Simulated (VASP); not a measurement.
Set up this calculation in VASP 6.6.1, as the native input.

| Quantity | Value |
| --- | --- |
| Task | single point |
| Functional | PBEsol |
| Potentials or basis | VASP PAW PBE potentials, release 64 (W_sv, S) |
| Cutoff | 520 eV |
| k mesh | 12 × 12 × 12 |
| Occupations | gaussian, width 0.05 eV |
| Spin | no spin polarisation |
| Dipole correction | no |
| Further INCAR settings | ALGO = Normal; EDIFF = 1e-06; NBANDS = 20 |

The structure of WS2 lies in POSCAR:

```
WS2
1.0
    1.6421603996      0.9481017488      5.9167968000
   -1.6421603996      0.9481017488      5.9167968000
    0.0000000000     -1.8962034976      5.9167968000
W S
1 2
Direct
    0.0000000000      0.0000000000      0.0000000000
    0.7503000000      0.7503000000      0.7503000000
    0.5810000000      0.5810000000      0.5810000000
```

This cell differs from its parent crystal: strain +0.040 along x and y, -0.040 along z.

The input as run:

INCAR

```
  PREC = Accurate
  ENCUT = 520
  EDIFF = 1E-6
  ISMEAR = 0
  SIGMA = 0.05
  LREAL = F
  LASPH = T
  NELM = 60
  ALGO = Normal
  ISIF = 2
  LWAVE = F
  LCHARG = T
  GGA = PS
  LELF = T
  LVHAR = T
  NBANDS = 20
```

KPOINTS

```
Automatic mesh
0
Gamma
  12 12 12
```

Potentials or basis: VASP PAW PBE potentials, release 64 (W_sv, S).

Launch:

```bash
$ cat potpaw_PBE.64/W_sv/POTCAR potpaw_PBE.64/S/POTCAR > POTCAR
$ mpirun -np 1 vasp_std > vasp.out
```

Results of the run:

The pressure is -5.5 GPa and the largest force is 0.582 eV/Å. The band gap on the k mesh is 0.20 eV (least direct gap 1.37 eV).

Caveat: the cell differs from its parent crystal (strain +0.040 along x and y, -0.040 along z); the cell stands under tension; the PAW data sets were made with another functional, which shifts forces and pressure a little; spin-orbit coupling is left out, which moves the levels of the heavy elements.

Run time: 3.3 min on 1 thread of Intel(R) Xeon(R) 6975P-C (Granite Rapids), with other jobs on the host, peak memory 0.44 GiB.
